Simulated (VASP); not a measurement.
Input of a VASP 6.6.1 run:

INCAR

```
  ALGO = Normal
  EDIFF = 1E-6
  ENCUT = 500
  GGA = PE
  GGA_COMPAT = False
  ISIF = 2
  ISMEAR = 0
  LASPH = True
  LCHARG = False
  LREAL = False
  LWAVE = False
  NBANDS = 26
  NELM = 120
  PREC = Accurate
  SIGMA = 0.01
```

The input KPOINTS:

```
k-points
0
Gamma
  6 6 2
```

File POSCAR:

```
AgI
1.0
    4.6507421514      0.0000000000      0.0000000000
   -2.3253710757      4.0276608495      0.0000000000
    0.0000000000      0.0000000000      7.5997163705
Ag I
2 2
Direct
    0.6666666667      0.3333333333      0.6275238183
    0.3333333333      0.6666666667      0.1275238183
    0.6666666667      0.3333333333      0.0024761817
    0.3333333333      0.6666666667      0.5024761817
```

Potentials or basis: VASP PAW PBE potentials, release 64 (Ag, I).

The run is started by

```sh
$ cat potpaw_PBE.64/Ag/POTCAR potpaw_PBE.64/I/POTCAR > POTCAR
$ mpirun -np 1 vasp_std > vasp.out
```

Estimate the pressure.

0.6 GPa.

What does it give for the band gap on the k mesh?

1.37 eV.

Forces in eV/Å, atoms in the order of the input:
```
Ag   0.000  0.000 -0.002
Ag   0.000  0.000 -0.002
I    0.000  0.000  0.002
I    0.000  0.000  0.002
```

Caveat: spin-orbit coupling is left out, which moves the levels of the heavy elements. A hybrid or GW would open this gap; PBE tends to underestimate it.
